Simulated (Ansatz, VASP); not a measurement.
One calculation of BP, two programs

```xyz
2
Lattice="0.0000 2.2735 2.2735 2.2735 0.0000 2.2735 2.2735 2.2735 0.0000" Properties=species:S:1:pos:R:3 pbc="T T T"
B     0.0000    0.0000    0.0000
P     3.4102    3.4102    3.4102
```

Alike in both runs: task single point; functional r2SCAN; k mesh 8 × 8 × 8; occupations gaussian, width 0.05 eV; no spin polarisation.

```csv
,VASP,Ansatz
version,VASP 6.6.1,Ansatz 0.2.0
potentials or method,"VASP PAW PBE potentials, release 64 (B, P), cutoff 520 eV","scalar-relativistic, plane waves, PAW"
valence electrons in the cell,8,8
```

```csv
,VASP,Ansatz,Ansatz less VASP
gap on the k mesh at the Fermi level (eV),1.48,1.45,-0.030
least direct gap on the mesh (eV),3.63,3.59,-0.040
pressure (GPa),-1.6,-1.1,+0.50
```

VASP's potentials were made for PBE, not for r2SCAN.
